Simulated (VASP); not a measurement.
# Re (Fm-3m) in VASP: notebook, part 2 of 2

VASP 6.6.1.

## 3. Single point, PBE

This run uses another cell than the first one, of 16.12 Å³/atom, 1.074 times its volume.

Contents of INCAR:

```
SYSTEM = Re
ALGO = Normal
EDIFF = 1E-6
ENCUT = 520
GGA = PE
ISIF = 2
ISMEAR = -1
LASPH = .TRUE.
LCHARG = .FALSE.
LREAL = .FALSE.
LWAVE = .FALSE.
NBANDS = 10
NELM = 100
PREC = Accurate
SIGMA = 0.05
```

Contents of KPOINTS:

```
k-points
0
G
  18 18 18
  0 0 0
```

Contents of POSCAR:

```
Re
1.0
    0.0000000000      2.0050216051      2.0050216051
    2.0050216051      0.0000000000      2.0050216051
    2.0050216051      2.0050216051      0.0000000000
Re
1
Direct
    0.0000000000      0.0000000000      0.0000000000
```

Potentials or basis: VASP PAW PBE potentials, release 64 (Re).

On the command line:

```console
> cat potpaw_PBE.64/Re/POTCAR > POTCAR
> mpirun -np 1 vasp_std > vasp.out
```

OUTCAR:

```text
SYSTEM = Re
   EDIFF = 1E-6
   ENCUT = 520
   GGA = PE
   ISIF = 2
   ISMEAR = -1
   LASPH = .TRUE.
   LREAL = .FALSE.
   NELM = 100
   PREC = Accurate

 ion  position               nearest neighbor table
   1  0.000  0.000  0.000-

  LATTYP: Found a face centered cubic cell.
 ALAT       =     4.0100432102

  Lattice vectors:

 A1 = (   0.0000000000,   2.0050216051,   2.0050216051)
 A2 = (   2.0050216051,   0.0000000000,   2.0050216051)
 A3 = (   2.0050216051,   2.0050216051,   0.0000000000)

Analysis of symmetry for initial positions (statically):
=====================================================================
 Subroutine PRICEL returns:
 Original cell was already a primitive cell.

 Routine SETGRP: Setting up the symmetry group for a
 face centered cubic supercell.

 Subroutine GETGRP returns: Found 48 space group operations
 (whereof 48 operations were pure point group operations)
 out of a pool of 48 trial point group operations.

The static configuration has the point symmetry O_h .

Analysis of symmetry for dynamics (positions and initial velocities):
=====================================================================
 Subroutine PRICEL returns:
 Original cell was already a primitive cell.

 Routine SETGRP: Setting up the symmetry group for a
 face centered cubic supercell.

 Subroutine GETGRP returns: Found 48 space group operations
 (whereof 48 operations were pure point group operations)
 out of a pool of 48 trial point group operations.

The dynamic configuration has the point symmetry O_h .

 Subroutine INISYM returns: Found 48 space group operations
 (whereof 48 operations are pure point group operations),
 and found     1 'primitive' translations

----------------------------------------------------------------------------------------

                                     Primitive cell

  volume of cell :      16.1208

  direct lattice vectors                    reciprocal lattice vectors
     0.000000000  2.005021605  2.005021605    -0.249373871  0.249373871  0.249373871
     2.005021605  0.000000000  2.005021605     0.249373871 -0.249373871  0.249373871
     2.005021605  2.005021605  0.000000000     0.249373871  0.249373871 -0.249373871

  length of vectors
     2.835528747  2.835528747  2.835528747     0.431928215  0.431928215  0.431928215

  position of ions in fractional coordinates (direct lattice)
     0.000000000  0.000000000  0.000000000

  ion indices of the primitive-cell ions
   primitive index   ion index
                 1           1

----------------------------------------------------------------------------------------

 KPOINTS: k-points

Automatic generation of k-mesh.
 Grid dimensions read from file:
 generate k-points for:   18   18   18

 Generating k-lattice:

  Cartesian coordinates                     Fractional coordinates (reciprocal lattice)
    -0.013854104  0.013854104  0.013854104     0.055555556  0.000000000  0.000000000
     0.013854104 -0.013854104  0.013854104     0.000000000  0.055555556  0.000000000
     0.013854104  0.013854104 -0.013854104     0.000000000  0.000000000  0.055555556

  Length of vectors
     0.023996012  0.023996012  0.023996012

  Shift w.r.t. Gamma in fractional coordinates (k-lattice)
     0.000000000  0.000000000  0.000000000

 Subroutine IBZKPT returns following result:
 ===========================================

 Found    195 irreducible k-points:

 Following reciprocal coordinates:
            Coordinates               Weight
  0.000000  0.000000  0.000000      1.000000
  0.055556  0.000000  0.000000      8.000000
  0.111111  0.000000  0.000000      8.000000
  0.166667  0.000000  0.000000      8.000000
  0.222222  0.000000  0.000000      8.000000
  0.277778  0.000000  0.000000      8.000000
[... 16 lines left out ...]
 -0.277778  0.055556  0.000000     24.000000
 -0.222222  0.055556  0.000000     24.000000
 [... further k-points ...]
   k-points           NKPTS =    195   k-points in BZ     NKDIM =    195   number of bands    NBANDS=     10
   number of dos      NEDOS =    301   number of ions     NIONS =      1
   total plane-waves  NPLWV =  13824
   dimension x,y,z NGX =    24 NGY =   24 NGZ =   24
   dimension x,y,z NGXF=    48 NGYF=   48 NGZF=   48
   ions per type =               1
   NGX,Y,Z   is equivalent  to a cutoff of  14.07, 14.07, 14.07 a.u.
   NGXF,Y,Z  is equivalent  to a cutoff of  28.14, 28.14, 28.14 a.u.
 SYSTEM =  Re
   PREC   = accura    normal or accurate (medium, high low for compatibility)
   ISTART =      0    job   : 0-new  1-cont  2-samecut
   ICHARG =      2    charge: 1-file 2-atom 10-const
   ISPIN  =      1    spin polarized calculation?
   LNONCOLLINEAR =      F non collinear calculations
   LSORBIT =      F    spin-orbit coupling
   LASPH  =      T    aspherical Exc in radial PAW
   ENCUT  =  520.0 eV  38.22 Ry    6.18 a.u.   5.27  5.27  5.27*2*pi/ulx,y,z
   NELM   =    100;   NELMIN=  2; NELMDL= -5     # of ELM steps
   EDIFF  = 0.1E-05   stopping-criterion for ELM
   LREAL  =      F    real-space projection
   EDIFFG = 0.1E-04   stopping-criterion for IOM
   NSW    =      0    number of steps for IOM
   IBRION =     -1    ionic relax: 0-MD 1-quasi-New 2-CG
   NFREE  =      0    steps in history (QN), initial steepest desc. (CG)
   ISIF   =      2    stress and relaxation
   ISYM   =      2    0-nonsym 1-usesym 2-fastsym
   POTIM  = 0.5000    time-step for ionic-motion
   TEBEG  =    0.0;   TEEND  =   0.0 temperature during run
   PSTRESS=    0.0 pullay stress
   NELECT =       7.0000    total number of electrons
   NUPDOWN=      -1.0000    fix difference up-down
   EMIN   =  10.00;   EMAX   =-10.00  energy-range for DOS
   EFERMI =   0.00;   METHOD = LEGACY
   ISMEAR =    -1;   SIGMA  =   0.05  broadening in eV -4-tet -1-fermi 0-gaus
   EFERMI_NEDOS =   21; number of points for ismear=-14 and -15
   IALGO  =     38    algorithm
   IMIX   =      4    mixing-type and parameters
     AMIX     =   0.40;   BMIX     =  1.00
     AMIX_MAG =   1.60;   BMIX_MAG =  1.00
  volume/ion in A,a.u.               =      16.12       108.79
  Fermi-wavevector in a.u.,A,eV,Ry     =   1.239686  2.342667 20.909733  1.536822
  Thomas-Fermi vector in A             =   2.374159
   LORBIT       =      0    0 simple, 1 ext, 2 COOP (PROOUT), +10 PAW based schemes
   GGA     = PE    functional components
[... 5 lines left out ...]
 non-spin polarized calculation
  energy-cutoff  :      520.00
  volume of cell :       16.12
 maximum number of plane-waves:       448
 NGX is ok and might be reduce to    24
   NGX = 11   NGY = 11   NGZ = 11

 number of electron       7.0000000 magnetization

 Free energy of the ion-electron system (eV)
  ---------------------------------------------------
  ext. energy  EPLUGINS =         0.00000000
  ---------------------------------------------------
  free energy    TOTEN  =       -12.27848594 eV

  energy without entropy =      -12.27040963  energy(sigma->0) =      -12.27444779

 E-fermi :   7.0359     XC(G=0): -13.2325

 val. band max:        7.0250344455   @ k =   0.4444   0.2222   0.0000
 cond. band min:       7.0479888798   @ k =  -0.4444   0.3889   0.0000
 fundamental gap:      0.0229544343
 Fermi energy:         7.0359482393

 k-point     1 :       0.0000    0.0000    0.0000
  band No.  band energies     occupation
      1      -2.4360      2.00000
      2       5.3649      2.00000
      3       5.3649      2.00000
      4       5.3649      2.00000
      5       8.1352      0.00000
      6       8.1352      0.00000
      7      20.8696      0.00000
      8      26.0162      0.00000
      9      26.0162      0.00000
     10      26.0162      0.00000

 k-point     2 :       0.0556    0.0000    0.0000
  band No.  band energies     occupation
      1      -2.3062      2.00000
      2       5.2791      2.00000
      3       5.4249      2.00000
      4       5.4249      2.00000
      5       8.0893      0.00000
      6       8.0893      0.00000
      7      21.1169      0.00000
      8      25.3036      0.00000
      9      26.2468      0.00000
     10      26.2468      0.00000
[... 274 lines left out ...]
 k-point    24 :      -0.2222    0.0556    0.0000
  band No.  band energies     occupation
      1      -0.2968      2.00000
      2       4.4879      2.00000
      3       5.7751      2.00000
      4       5.8969      2.00000
      5       7.7865      0.00000
      6       8.6887      0.00000
      7      20.9101      0.00000
      8      23.9131      0.00000
      9      28.3790      0.00000
     10      29.4526      0.00000

 [... further k-points ...]

------------------------ aborting loop because EDIFF is reached ----------------------------------------

  FORCE on cell =-STRESS in cart. coord.  units (eV):
  Direction    XX          YY          ZZ          XY          YZ          ZX
  --------------------------------------------------------------------------------------
  -------------------------------------------------------------------------------------
  Total       -2.3087470     -2.3087470     -2.3087470     -0.0000000      0.0000000      0.0000000
  in kB     -229.4561800   -229.4561800   -229.4561800     -0.0000000      0.0000000      0.0000000
  external PRESSURE =    -229.4561800 kB  Pullay stress =       0.0000000 kB

 VOLUME and BASIS-vectors are now :
 -----------------------------------------------------------------------------
  energy-cutoff  :      520.00
  volume of cell :       16.12
      direct lattice vectors                 reciprocal lattice vectors
     0.000000000  2.005021605  2.005021605    -0.249373871  0.249373871  0.249373871
     2.005021605  0.000000000  2.005021605     0.249373871 -0.249373871  0.249373871
     2.005021605  2.005021605  0.000000000     0.249373871  0.249373871 -0.249373871

 POSITION                                       TOTAL-FORCE (eV/Angst)
 -----------------------------------------------------------------------------------
      0.00000      0.00000      0.00000        -0.000000     -0.000000     -0.000000
 -----------------------------------------------------------------------------------
    total drift:                               -0.000000      0.000000      0.000000

  FREE ENERGIE OF THE ION-ELECTRON SYSTEM (eV)
  ---------------------------------------------------
  free  energy   TOTEN  =       -12.2784859420 eV

  energy  without entropy=      -12.2704096300  energy(sigma->0) =      -12.27444779
```

OSZICAR:

```text
N       E                     dE             d eps       ncg     rms          rms(c)
DAV:   1     0.476455977984E+01    0.47646E+01   -0.33495E+03  6204   0.748E+02
DAV:   2    -0.127104117300E+02   -0.17475E+02   -0.16291E+02  6020   0.156E+02
DAV:   3    -0.130586860612E+02   -0.34827E+00   -0.34229E+00  6464   0.342E+01
DAV:   4    -0.130599315591E+02   -0.12455E-02   -0.12447E-02  6278   0.950E-01
DAV:   5    -0.130599340441E+02   -0.24850E-05   -0.24857E-05  5644   0.258E-02    0.253E+01
DAV:   6    -0.124678967950E+02    0.59204E+00   -0.58051E-01  6148   0.203E+01    0.899E+00
DAV:   7    -0.122858942364E+02    0.18200E+00   -0.37037E-01  6196   0.154E+01    0.114E+00
DAV:   8    -0.122787823305E+02    0.71119E-02   -0.53195E-03  6248   0.909E-01    0.279E-01
DAV:   9    -0.122784757697E+02    0.30656E-03   -0.31170E-04  5834   0.169E-01    0.207E-02
DAV:  10    -0.122784859663E+02   -0.10197E-04   -0.10420E-05  5682   0.217E-02    0.448E-03
DAV:  11    -0.122784859420E+02    0.24269E-07   -0.10428E-07  2770   0.944E-03
   1 F= -.12278486E+02 E0= -.12274448E+02  d E =-.807631E-02
```

Wall time 20 s (1 thread of Intel Xeon Platinum 8375C at 2.90GHz (Ice Lake), shared host); peak memory 0.16 GiB.

What came out:

- Free energy: -12.2785 eV
- Pressure: -22.9 GPa

Caveat: spin-orbit coupling is left out, which moves the levels of the heavy elements.

## 4. Relaxation of cell and atoms, PBE

This run uses another cell than the first one, of 14.96 Å³/atom, 0.996 times its volume.

Contents of INCAR:

```
PREC     = Accurate       # precision mode
ENCUT    = 600            # plane-wave cutoff, eV
EDIFF    = 1E-6           # SCF threshold, eV
ISMEAR   = -1             # smearing method
SIGMA    = 0.05           # smearing width, eV
LREAL    = F              # projectors in reciprocal space
LASPH    = T              # aspherical terms in the spheres
NELM     = 100            # most SCF steps
ALGO     = Normal         # electronic algorithm
ISIF     = 3              # what is computed and relaxed
LWAVE    = F              # write WAVECAR
LCHARG   = F              # write CHGCAR
GGA      = PE             # functional
IBRION   = 2              # ionic algorithm
NSW      = 60             # ionic steps
EDIFFG   = -0.005         # ionic threshold
```

Contents of KPOINTS:

```
regular mesh
0
Gamma
  18 18 18
```

Contents of POSCAR:

```
Re
1.0
    0.0000000000      1.9554744261      1.9554744261
    1.9554744261      0.0000000000      1.9554744261
    1.9554744261      1.9554744261      0.0000000000
Re
1
Direct
    0.0000000000      0.0000000000      0.0000000000
```

On the command line:

```console
> cat potpaw_PBE.64/Re/POTCAR > POTCAR
> mpirun -np 1 vasp_std > vasp.out
```

It took 28 s on 1 thread of Intel Xeon Platinum 8375C at 2.90GHz (Ice Lake), shared host; peak memory 0.17 GiB.

It converged, with:

```
Free energy                            : -12.3659 eV
Relaxed volume                         : 14.99 Å³/atom
Relaxed cell                           : a = 2.767 Å, b = 2.767 Å, c = 2.767 Å, α = 60.00°, β = 60.00°, γ = 60.00°
Space group after relaxing (to 0.05 Å) : Fm-3m (No. 225)
Energy gained by relaxing              : 0.1 meV/atom
Ionic steps                            : 3
Pressure after relaxing                : 0.0 GPa
```

Final structure:
```cif
data_structure
_symmetry_space_group_name_H-M 'P 1'
_symmetry_Int_Tables_number 1
_cell_length_a 2.7674
_cell_length_b 2.7674
_cell_length_c 2.7674
_cell_angle_alpha 60.000
_cell_angle_beta 60.000
_cell_angle_gamma 60.000
_cell_volume 14.99
loop_
_atom_site_label
_atom_site_type_symbol
_atom_site_fract_x
_atom_site_fract_y
_atom_site_fract_z
_atom_site_occupancy
Re1 Re 0.00000 0.00000 0.00000 1
```

Levels at points of the mesh, in eV from the Fermi level:
```tsv
k point	band 2	band 3	band 4	band 5	band 6	band 7
(0.00, 0.00, 0.00)	-1.86	-1.86	-1.86	1.24	1.24	13.90
(0.50, 0.00, 0.00)	-2.06	-2.06	0.20	3.72	3.72	9.71
(0.50, 0.50, 0.00)	-5.81	2.73	3.67	4.44	4.44	12.14
```

Caveat: spin-orbit coupling is left out, which moves the levels of the heavy elements.

## 5. Relaxation of cell and atoms, PBE

Contents of INCAR:

```
PREC = Accurate
ENCUT = 600
EDIFF = 1E-6
ISMEAR = -1
SIGMA = 0.05
LREAL = False
LASPH = True
NELM = 60
ALGO = Normal
ISIF = 3
LWAVE = False
LCHARG = False
GGA = PE
IBRION = 2
NSW = 45
EDIFFG = -0.005
```

KPOINTS is that of step 4.

Contents of POSCAR:

```
Re
1.0
    0.0000000000      1.9577761424      1.9577761424
    1.9577761424      0.0000000000      1.9577761424
    1.9577761424      1.9577761424      0.0000000000
Re
1
Direct
    0.0000000000      0.0000000000      0.0000000000
```

Potentials or basis: VASP PAW PBE potentials, release 64 (Re).

On the command line:

```console
> cat potpaw_PBE.64/Re/POTCAR > POTCAR
> mpirun -np 1 vasp_std > vasp.out
```

OUTCAR:

```text
PREC = Accurate
   ENCUT = 600
   EDIFF = 1E-6
   ISMEAR = -1
   LREAL = False
   LASPH = True
   NELM = 60
   ISIF = 3
   GGA = PE
   IBRION = 2
   NSW = 45
   EDIFFG = -0.005

 ion  position               nearest neighbor table
   1  0.000  0.000  0.000-

  LATTYP: Found a face centered cubic cell.
 ALAT       =     3.9155522848

  Lattice vectors:

 A1 = (   0.0000000000,   1.9577761424,   1.9577761424)
 A2 = (   1.9577761424,   0.0000000000,   1.9577761424)
 A3 = (   1.9577761424,   1.9577761424,   0.0000000000)

Analysis of symmetry for initial positions (statically):
=====================================================================
 Subroutine PRICEL returns:
 Original cell was already a primitive cell.
[... 250 lines left out ...]

 val. band max:        7.8933480470   @ k =   0.4444   0.2222   0.0000
 cond. band min:       7.9373918848   @ k =   0.4444   0.3889   0.0556
 fundamental gap:      0.0440438378
 Fermi energy:         7.9172013409

 k-point     1 :       0.0000    0.0000    0.0000
  band No.  band energies     occupation
      1      -2.0762      2.00000
      2       6.0568      2.00000
      3       6.0568      2.00000
      4       6.0568      2.00000
      5       9.1571      0.00000
      6       9.1571      0.00000
      7      21.8215      0.00000
[... 221 lines left out ...]
 k-point    24 :      -0.2222    0.0556    0.0000
  band No.  band energies     occupation
      1       0.1994      2.00000
      2       5.1105      2.00000
      3       6.5072      2.00000
      4       6.6392      2.00000
      5       8.7409      0.00000
      6       9.7617      0.00000
      7      22.1592      0.00000

 [... further k-points ...]

------------------------ aborting loop because EDIFF is reached ----------------------------------------

  FORCE on cell =-STRESS in cart. coord.  units (eV):
  Direction    XX          YY          ZZ          XY          YZ          ZX
  --------------------------------------------------------------------------------------
  -------------------------------------------------------------------------------------
  Total        0.0018683      0.0018683      0.0018683      0.0000000      0.0000000     -0.0000000
  in kB        0.1997257      0.1997257      0.1997257      0.0000000      0.0000000     -0.0000000
  external PRESSURE =       0.1997257 kB  Pullay stress =       0.0000000 kB
[... 16 lines left out ...]
  FREE ENERGIE OF THE ION-ELECTRON SYSTEM (eV)
  ---------------------------------------------------
  free  energy   TOTEN  =       -12.3658719002 eV

  energy  without entropy=      -12.3583987792  energy(sigma->0) =      -12.36213534

 reached required accuracy - stopping structural energy minimisation
```

OSZICAR:

```text
N       E                     dE             d eps       ncg     rms          rms(c)
DAV:   1     0.500276740299E+01    0.50028E+01   -0.38084E+03  4326   0.123E+03
DAV:   2    -0.123838461821E+02   -0.17387E+02   -0.16556E+02  3073   0.115E+02
[... 18 lines left out ...]
   2 F= -.12365375E+02 E0= -.12361662E+02  d E =0.463971E-03
       N       E                     dE             d eps       ncg     rms          rms(c)
DAV:   1    -0.123662798612E+02   -0.90488E-03   -0.48934E-02  2737   0.154E+01    0.635E-01
DAV:   2    -0.123659576666E+02    0.32219E-03   -0.51266E-04  4116   0.808E-01    0.223E-01
DAV:   3    -0.123658710566E+02    0.86610E-04   -0.24134E-04  4424   0.580E-01    0.320E-02
DAV:   4    -0.123658719002E+02   -0.84358E-06   -0.30905E-06  3087   0.379E-02
   3 F= -.12365872E+02 E0= -.12362135E+02  d E =-.330623E-04
```

CONTCAR:

```text
Re
   1.00000000000000
     0.0000000000000000    1.9568744977712942    1.9568744977712942
     1.9568744977712942   -0.0000000000000000    1.9568744977712942
     1.9568744977712942    1.9568744977712942    0.0000000000000000
  Re
     1
Direct
     0.0000000000000000    0.0000000000000000    0.0000000000000000

  0.00000000E+00  0.00000000E+00  0.00000000E+00
```

It took 27 s on 1 thread of Intel Xeon Platinum 8375C at 2.90GHz (Ice Lake), shared host; peak memory 0.16 GiB.

What came out:

```yaml
Free_energy: -12.3659 eV
Relaxed_volume: 14.99 Å³/atom
Relaxed_cell: a = 2.767 Å, b = 2.767 Å, c = 2.767 Å, α = 60.00°, β = 60.00°, γ = 60.00°
Space_group_after_relaxing_to_0.05_Å: Fm-3m (No. 225)
Energy_gained_by_relaxing: 0.0 meV/atom
Ionic_steps: 3
Pressure_after_relaxing: 0.0 GPa
```

Final structure:
```xyz
1
Lattice="0.0000 1.9569 1.9569 1.9569 0.0000 1.9569 1.9569 1.9569 0.0000" Properties=species:S:1:pos:R:3 pbc="T T T"
Re    0.0000    0.0000    0.0000
```

Levels at points of the mesh, in eV from the Fermi level:
```csv
k point,band 2,band 3,band 4,band 5,band 6,band 7
"(0.00, 0.00, 0.00)",-1.86,-1.86,-1.86,1.24,1.24,13.90
"(0.50, 0.00, 0.00)",-2.06,-2.06,0.20,3.72,3.72,9.71
"(0.50, 0.50, 0.00)",-5.81,2.74,3.67,4.44,4.44,12.14
```

Caveat: spin-orbit coupling is left out, which moves the levels of the heavy elements.

## 6. The runs side by side

```csv
task,cell,cutoff (eV),gap on the mesh (eV),pressure (GPa),relaxed volume (Å³/atom)
single point,"a = 2.769 Å, angles 60.0°, 1 atom",520,none,-0.6,-
single point,"a = 2.836 Å, angles 60.0°, 1 atom",520,none,-22.9,-
relaxation of cell and atoms,"relaxed from a = 2.765 Å, angles 60.0°, 1 atom",600,none,0.0,14.99
relaxation of cell and atoms,"relaxed from a = 2.769 Å, angles 60.0°, 1 atom",600,none,0.0,14.99
```

Alike in all rows: level PBE; potentials or basis VASP PAW PBE potentials, release 64 (Re); no spin polarisation; k mesh 18 × 18 × 18; smearing fermi-dirac 0.05 eV.

Caveats: spin-orbit coupling is left out, which moves the levels of the heavy elements.

Absolute energies hang on the potentials; compare differences alone.
